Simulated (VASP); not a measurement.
# BeCdS3 (R-3c) in VASP: further runs

The runs below take BeCdS3 through single point, with PBE.

Program: VASP 6.6.1. These are calculated values, not measurements. Logs are shortened: lines on timing, memory, paths and dates and some standing lists are left out, and cuts for length are marked.

## Step 1: The cell of the first run

The structure is trigonal, space group R-3c (No. 167). The conventional cell has a = 6.184 Å, b = 6.184 Å, c = 15.147 Å, α = 90.00°, β = 90.00°, γ = 120.00°. Within 2.9 Å of Be (site symmetry -3) lie 6 S at 2.21 Å. Cd (site symmetry 32) has 12 S at 2.78 to 3.41 Å and 8 Be at 3.79 Å within 3.8 Å. Within 2.9 Å of S (site symmetry 2) lie 2 Be at 2.21 Å and 1 Cd at 2.78 Å.

## Step 2: Single point, PBE

The input, INCAR:

```
PREC = Accurate
ENCUT = 520
EDIFF = 1E-6
ISMEAR = 0
SIGMA = 0.1
LREAL = F
LASPH = T
NELM = 60
ALGO = Normal
ISIF = 2
LWAVE = F
LCHARG = F
GGA = PE
NBANDS = 43
```

The input, KPOINTS:

```
regular mesh
0
Gamma
  4 4 4
```

The input, POSCAR:

```
BeCdS3
1.0
    3.0918498200      1.7850803300      5.0489696200
   -3.0918498200      1.7850803300      5.0489696200
    0.0000000000     -3.5701606600      5.0489696200
Be Cd S
2 2 6
Direct
    0.5000000000      0.5000000000      0.5000000000
    0.0000000000      0.0000000000      0.0000000000
    0.7500000000      0.7500000000      0.7500000000
    0.2500000000      0.2500000000      0.2500000000
    0.8011756800      0.2500000000      0.6988243200
    0.6988243200      0.8011756800      0.2500000000
    0.2500000000      0.6988243200      0.8011756800
    0.1988243200      0.7500000000      0.3011756800
    0.3011756800      0.1988243200      0.7500000000
    0.7500000000      0.3011756800      0.1988243200
```

Potentials or basis: VASP PAW PBE potentials, release 64 (Be, Cd, S).

Command:

```
$ cat potpaw_PBE.64/Be/POTCAR potpaw_PBE.64/Cd/POTCAR potpaw_PBE.64/S/POTCAR > POTCAR
$ mpirun -np 1 vasp_std > vasp.out
```

OUTCAR:

```text
PREC = Accurate
   ENCUT = 520
   EDIFF = 1E-6
   ISMEAR = 0
   LREAL = F
   LASPH = T
   NELM = 60
   ISIF = 2
   GGA = PE

 ion  position               nearest neighbor table
   1  0.500  0.500  0.500-   5 2.21   8 2.21   7 2.21  10 2.21   9 2.21   6 2.21
   2  0.000  0.000  0.000-   7 2.21  10 2.21   8 2.21   5 2.21   9 2.21   6 2.21
   3  0.750  0.750  0.750-   9 2.78   8 2.78  10 2.78   7 3.11   5 3.11   5 3.11   7 3.11   6 3.11
                             6 3.11
   4  0.250  0.250  0.250-   6 2.78   5 2.78   7 2.78   8 3.11  10 3.11   8 3.11  10 3.11   9 3.11
                             9 3.11
   5  0.801  0.250  0.699-   1 2.21   2 2.21   4 2.78   3 3.11   3 3.11
   6  0.699  0.801  0.250-   1 2.21   2 2.21   4 2.78   3 3.11   3 3.11
   7  0.250  0.699  0.801-   2 2.21   1 2.21   4 2.78   3 3.11   3 3.11
   8  0.199  0.750  0.301-   1 2.21   2 2.21   3 2.78   4 3.11   4 3.11
   9  0.301  0.199  0.750-   1 2.21   2 2.21   3 2.78   4 3.11   4 3.11
  10  0.750  0.301  0.199-   2 2.21   1 2.21   3 2.78   4 3.11   4 3.11

  LATTYP: Found a face centered cubic cell.
 ALAT       =     8.7450719057

  Lattice vectors:

 A1 = (   3.0918498200,   1.7850803300,   5.0489696200)
 A2 = (  -3.0918498200,   1.7850803300,   5.0489696200)
 A3 = (   0.0000000000,  -3.5701606600,   5.0489696200)

Analysis of symmetry for initial positions (statically):
=====================================================================
 Subroutine PRICEL returns:
 Original cell was already a primitive cell.

 Routine SETGRP: Setting up the symmetry group for a
 face centered cubic supercell.

 Subroutine GETGRP returns: Found 12 space group operations
 (whereof  6 operations were pure point group operations)
 out of a pool of 48 trial point group operations.

The static configuration has the point symmetry S_6 .
 The point group associated with its full space group is D_3d.

Analysis of symmetry for dynamics (positions and initial velocities):
=====================================================================
 Subroutine PRICEL returns:
 Original cell was already a primitive cell.

 Routine SETGRP: Setting up the symmetry group for a
 face centered cubic supercell.

 Subroutine GETGRP returns: Found 12 space group operations
 (whereof  6 operations were pure point group operations)
 out of a pool of 48 trial point group operations.

The dynamic configuration has the point symmetry S_6 .
 The point group associated with its full space group is D_3d.

[... 111 lines left out ...]
   TEBEG  =    0.0;   TEEND  =   0.0 temperature during run
   PSTRESS=    0.0 pullay stress
   NELECT =      64.0000    total number of electrons
   NUPDOWN=      -1.0000    fix difference up-down
   EMIN   =  10.00;   EMAX   =-10.00  energy-range for DOS
   EFERMI =   0.00;   METHOD = LEGACY
   ISMEAR =     0;   SIGMA  =   0.10  broadening in eV -4-tet -1-fermi 0-gaus
   EFERMI_NEDOS =   21; number of points for ismear=-14 and -15
   IALGO  =     38    algorithm
   IMIX   =      4    mixing-type and parameters
     AMIX     =   0.40;   BMIX     =  1.00
     AMIX_MAG =   1.60;   BMIX_MAG =  1.00
  volume/ion in A,a.u.               =      16.72       112.83
  Fermi-wavevector in a.u.,A,eV,Ry     =   1.188661  2.246244 19.223883  1.412916
  Thomas-Fermi vector in A             =   2.324786
   LORBIT       =      0    0 simple, 1 ext, 2 COOP (PROOUT), +10 PAW based schemes
   GGA     = PE    functional components
   LHFCALC =     F    Hartree Fock is set to
   AEXX    =    0.0000 exact exchange contribution
   IVDW    =     0    specifies the selected vdW correction
   LEPSILON=     F    determine dielectric tensor
   LRPA    =     F    only Hartree local field effects (RPA)
 non-spin polarized calculation
 Gauss-broadening in eV      SIGMA  =   0.10
  energy-cutoff  :      520.00
  volume of cell :      167.20
 maximum number of plane-waves:      4573
 NGX is ok and might be reduce to    48
   NGX = 23   NGY = 23   NGZ = 23

 number of electron      64.0000005 magnetization

 Free energy of the ion-electron system (eV)
  ---------------------------------------------------
  ext. energy  EPLUGINS =         0.00000000
  ---------------------------------------------------
  free energy    TOTEN  =       -32.88189376 eV

  energy without entropy =      -32.83247526  energy(sigma->0) =      -32.85718451

 E-fermi :   4.5566     XC(G=0): -10.5224

 val. band max:        4.5219608806   @ k =   0.5000   0.0000   0.0000
 cond. band min:       4.5669010665   @ k =  -0.2500   0.5000   0.2500
 fundamental gap:      0.0449401859
 Fermi energy:         4.5566477347

 k-point     1 :       0.0000    0.0000    0.0000
  band No.  band energies     occupation
      1      -9.7880      2.00000
      2      -7.7133      2.00000
      3      -7.7133      2.00000
      4      -7.6109      2.00000
      5      -6.5858      2.00000
      6      -6.5858      2.00000
[... 587 lines left out ...]
     42      10.1639      0.00000
     43      12.0075      0.00000

------------------------ aborting loop because EDIFF is reached ----------------------------------------

  FORCE on cell =-STRESS in cart. coord.  units (eV):
  Direction    XX          YY          ZZ          XY          YZ          ZX
  --------------------------------------------------------------------------------------
  -------------------------------------------------------------------------------------
  Total        1.7741598      1.7741598      3.0191365      0.0000000      0.0000000      0.0000000
  in kB       17.0009481     17.0009482     28.9309811      0.0000000      0.0000000      0.0000000
  external PRESSURE =      20.9776258 kB  Pullay stress =       0.0000000 kB

 VOLUME and BASIS-vectors are now :
 -----------------------------------------------------------------------------
  energy-cutoff  :      520.00
  volume of cell :      167.20
      direct lattice vectors                 reciprocal lattice vectors
     3.091849820  1.785080330  5.048969620     0.161715487  0.093366480  0.066020071
    -3.091849820  1.785080330  5.048969620    -0.161715487  0.093366480  0.066020071
     0.000000000 -3.570160660  5.048969620     0.000000000 -0.186732960  0.066020071

 POSITION                                       TOTAL-FORCE (eV/Angst)
 -----------------------------------------------------------------------------------
      0.00000      0.00000      7.57345        -0.000000     -0.000000      0.000000
      0.00000      0.00000      0.00000        -0.000000     -0.000000      0.000000
      0.00000      0.00000     11.36018        -0.000000     -0.000000      0.000000
      0.00000      0.00000      3.78673        -0.000000     -0.000000      0.000000
      1.70415     -0.61848      8.83570         0.464351      0.804280      0.000000
     -0.31646      1.78508      8.83570        -0.928702     -0.000000     -0.000000
     -1.38770     -1.16660      8.83570         0.464351     -0.804280      0.000000
     -1.70415      0.61848      6.31121        -0.464351     -0.804280      0.000000
      0.31646     -1.78508      6.31121         0.928702     -0.000000     -0.000000
      1.38770      1.16660      6.31121        -0.464351      0.804280      0.000000
 -----------------------------------------------------------------------------------
    total drift:                                0.000000      0.000000      0.000000

  FREE ENERGIE OF THE ION-ELECTRON SYSTEM (eV)
  ---------------------------------------------------
  free  energy   TOTEN  =       -32.8818937571 eV

  energy  without entropy=      -32.8324752611  energy(sigma->0) =      -32.85718451
```

OSZICAR:

```text
N       E                     dE             d eps       ncg     rms          rms(c)
DAV:   1     0.398325479748E+03    0.39833E+03   -0.30079E+04  1118   0.137E+03
DAV:   2    -0.357373279525E+01   -0.40190E+03   -0.38107E+03  1261   0.304E+02
DAV:   3    -0.343123948345E+02   -0.30739E+02   -0.29594E+02  1348   0.856E+01
DAV:   4    -0.349360791500E+02   -0.62368E+00   -0.61975E+00  1348   0.130E+01
DAV:   5    -0.349531402750E+02   -0.17061E-01   -0.17048E-01  1382   0.197E+00    0.153E+01
DAV:   6    -0.330586156958E+02    0.18945E+01   -0.24295E+00  1409   0.167E+01    0.112E+01
DAV:   7    -0.328885841701E+02    0.17003E+00   -0.16714E+00  1324   0.601E+00    0.429E+00
DAV:   8    -0.328844520776E+02    0.41321E-02   -0.25276E-01  1260   0.403E+00    0.107E+00
DAV:   9    -0.328834458358E+02    0.10062E-02   -0.30462E-02  1348   0.162E+00    0.217E-01
DAV:  10    -0.328818222177E+02    0.16236E-02   -0.46155E-03  1285   0.581E-01    0.851E-02
DAV:  11    -0.328819933993E+02   -0.17118E-03   -0.13962E-03  1364   0.233E-01    0.735E-02
DAV:  12    -0.328818974456E+02    0.95954E-04   -0.27073E-04  1286   0.126E-01    0.224E-02
DAV:  13    -0.328818931222E+02    0.43234E-05   -0.66573E-05  1356   0.477E-02    0.796E-03
DAV:  14    -0.328818937571E+02   -0.63491E-06   -0.48325E-06  1203   0.161E-02
   1 F= -.32881894E+02 E0= -.32857185E+02  d E =-.494185E-01
```

stdout:

```text
POSCAR found type information on POSCAR BeCdS
 POSCAR found :  3 types and      10 ions
 scaLAPACK will be used
 LDA part: xc-table for (Slater+PW92), standard interpolation
 POSCAR, INCAR and KPOINTS ok, starting setup
 FFT: planning ... GRIDC
 FFT: planning ... GRID_SOFT
 FFT: planning ... GRID
 WAVECAR not read
 entering main loop
```

Run time: 68 s. Hardware: 1 thread of AMD EPYC 9R45 (Zen 5), shared host; peak memory 0.32 GiB.

What came out:

| Property | Result |
| --- | --- |
| Free energy | -32.8819 eV |
| Pressure | 2.1 GPa |
| Largest force | 0.929 eV/Å |
| Band gap on the k mesh | zero (bands 32 and 33 overlap by 0.39 eV) |

Forces on the atoms (eV/Å):
```
Be   0.000  0.000  0.000
Be   0.000  0.000  0.000
Cd   0.000  0.000  0.000
Cd   0.000  0.000  0.000
S    0.464  0.804  0.000
S   -0.929  0.000  0.000
S    0.464 -0.804  0.000
S   -0.464 -0.804  0.000
S    0.929  0.000  0.000
S   -0.464  0.804  0.000
```

Stress tensor (GPa, compression positive):
```
1.70 0.00 0.00
0.00 1.70 0.00
0.00 0.00 2.89
```

Caveat: semilocal functionals underestimate gaps, and a narrow one can read as zero.

## Step 3: Single point, PBE

This run uses another cell than the first one, of 17.05 Å³/atom.

The input, INCAR:

```
ALGO = Normal ; EDIFF = 1E-6
ENCUT = 520 ; GGA = PE
ISIF = 2 ; ISMEAR = 0
LASPH = T ; LCHARG = F
LREAL = F ; LWAVE = F
NBANDS = 43 ; NELM = 80
PREC = Accurate ; SIGMA = 0.1
```

The input, KPOINTS:

```
k-points
0
Gamma
  4 4 4
```

The input, POSCAR:

```
BeCdS3
1.0
    3.2660458823      1.8856524693      4.6127882892
   -3.2660458823      1.8856524693      4.6127882892
    0.0000000000     -3.7713049386      4.6127882892
Be Cd S
2 2 6
Direct
    0.5000000000      0.5000000000      0.5000000000
    0.0000000000      0.0000000000      0.0000000000
    0.7500000000      0.7500000000      0.7500000000
    0.2500000000      0.2500000000      0.2500000000
    0.8543521167      0.2500000000      0.6456478833
    0.6456478833      0.8543521167      0.2500000000
    0.2500000000      0.6456478833      0.8543521167
    0.1456478833      0.7500000000      0.3543521167
    0.3543521167      0.1456478833      0.7500000000
    0.7500000000      0.3543521167      0.1456478833
```

Potentials or basis: VASP PAW PBE potentials, release 64 (Be, Cd, S).

Command:

```
$ cat potpaw_PBE.64/Be/POTCAR potpaw_PBE.64/Cd/POTCAR potpaw_PBE.64/S/POTCAR > POTCAR
$ mpirun -np 1 vasp_std > vasp.out
```

Wall time 69 s (1 thread of AMD EPYC 9R45 (Zen 5), shared host); peak memory 0.32 GiB.

The run converged. Its results:

```yaml
Free_energy: -34.1876 eV
Pressure: 0.2 GPa
Largest_force: 0.022 eV/Å
Band_gap_on_the_k_mesh: zero (bands 32 and 33 overlap by 1.11 eV)
```

Forces in eV/Å, atoms in the order of the input:
```
Be   0.000  0.000  0.000
Be   0.000  0.000  0.000
Cd   0.000  0.000  0.000
Cd   0.000  0.000  0.000
S   -0.011 -0.019  0.000
S    0.022  0.000  0.000
S   -0.011  0.019  0.000
S    0.011  0.019  0.000
S   -0.022  0.000  0.000
S    0.011 -0.019  0.000
```

Stress tensor (GPa, compression positive):
```
 0.28  0.00  0.00
 0.00  0.28  0.00
 0.00  0.00 -0.01
```

Levels at points of the mesh, in eV from the Fermi level:
```
           k point  band 30  band 31  band 32  band 33  band 34  band 35
(0.00, 0.00, 0.00)     0.01     0.01     0.66     0.66     0.93     2.02
(0.50, 0.00, 0.00)    -1.04    -0.24    -0.24     0.48     0.48     3.00
(0.50, 0.50, 0.00)    -0.87    -0.68    -0.24     0.13     0.60     2.93
(0.50, 0.50, 0.50)    -1.39    -0.45    -0.45    -0.45    -0.45     4.15
```

## Step 4: Single point, PBE

This run uses another cell than the first one, of 17.02 Å³/atom.

The input, INCAR:

```
PREC = Accurate
ENCUT = 520
EDIFF = 1E-6
ISMEAR = 0
SIGMA = 0.1
LREAL = F
LASPH = T
NELM = 60
ALGO = Normal
ISIF = 2
LWAVE = F
LCHARG = F
GGA = PE
NBANDS = 43
```

The input, KPOINTS:

```
Automatic mesh
0
Gamma
  6 6 6
```

The input, POSCAR:

```
BeCdS3
1.0
    3.2610206323      1.8827511399      4.6194837494
   -3.2610206323      1.8827511399      4.6194837494
    0.0000000000     -3.7655022797      4.6194837494
Be Cd S
2 2 6
Direct
    0.5000000000      0.5000000000      0.5000000000
    0.0000000000      0.0000000000      0.0000000000
    0.7500000000      0.7500000000      0.7500000000
    0.2500000000      0.2500000000      0.2500000000
    0.8534534107      0.2500000000      0.6465465893
    0.6465465893      0.8534534107      0.2500000000
    0.2500000000      0.6465465893      0.8534534107
    0.1465465893      0.7500000000      0.3534534107
    0.3534534107      0.1465465893      0.7500000000
    0.7500000000      0.3534534107      0.1465465893
```

Command:

```
$ cat potpaw_PBE.64/Be/POTCAR potpaw_PBE.64/Cd/POTCAR potpaw_PBE.64/S/POTCAR > POTCAR
$ mpirun -np 1 vasp_std > vasp.out
```

Run time: 2.9 min. Hardware: 1 thread of AMD EPYC 9R45 (Zen 5), shared host; peak memory 0.39 GiB.

The run converged. Its results:

```
Free energy            : -34.2183 eV
Pressure               : 0.2 GPa
Largest force          : 0.027 eV/Å
Band gap on the k mesh : zero (bands 32 and 33 overlap by 1.11 eV)
```

Forces on the atoms (eV/Å):
```
Be   0.000  0.000  0.000
Be   0.000  0.000  0.000
Cd   0.000  0.000  0.000
Cd   0.000  0.000  0.000
S   -0.014 -0.024  0.000
S    0.027  0.000  0.000
S   -0.014  0.024  0.000
S    0.014  0.024  0.000
S   -0.027  0.000  0.000
S    0.014 -0.024  0.000
```

Stress tensor (GPa, compression positive):
```
0.25 0.00 0.00
0.00 0.25 0.00
0.00 0.00 0.13
```

Levels at points of the mesh, in eV from the Fermi level:
| k point | band 30 | band 31 | band 32 | band 33 | band 34 | band 35 |
| --- | --- | --- | --- | --- | --- | --- |
| (0.00, 0.00, 0.00) | 0.10 | 0.10 | 0.77 | 0.77 | 1.02 | 2.10 |
| (0.50, 0.00, 0.00) | -0.94 | -0.14 | -0.14 | 0.58 | 0.58 | 3.08 |
| (0.50, 0.50, 0.00) | -0.77 | -0.60 | -0.14 | 0.24 | 0.70 | 3.02 |
| (0.50, 0.50, 0.50) | -1.29 | -0.35 | -0.35 | -0.35 | -0.35 | 4.25 |

## Step 5: Summary

```tsv
cell	k mesh	gap on the mesh (eV)	pressure (GPa)	largest force (eV/Å)
a = 6.184 Å, angles 60.0°, 10 atoms, atomic positions A	4 × 4 × 4	none	2.1	0.93
a = 5.958 Å, angles 66.5°, 10 atoms, atomic positions B	4 × 4 × 4	none	0.2	0.02
a = 5.960 Å, angles 66.3°, 10 atoms, atomic positions C	6 × 6 × 6	none	0.2	0.03
```

Alike in all rows: task single point; level PBE; potentials or basis VASP PAW PBE potentials, release 64 (Be, Cd, S); no spin polarisation; cutoff (eV) 520; smearing gaussian 0.1 eV.

Caveats: semilocal functionals underestimate gaps, and a narrow one can read as zero (at least some runs).

Absolute energies hang on the potentials; compare differences alone.

The gap in the log of VASP goes by the Fermi energy; the results here count the filled bands.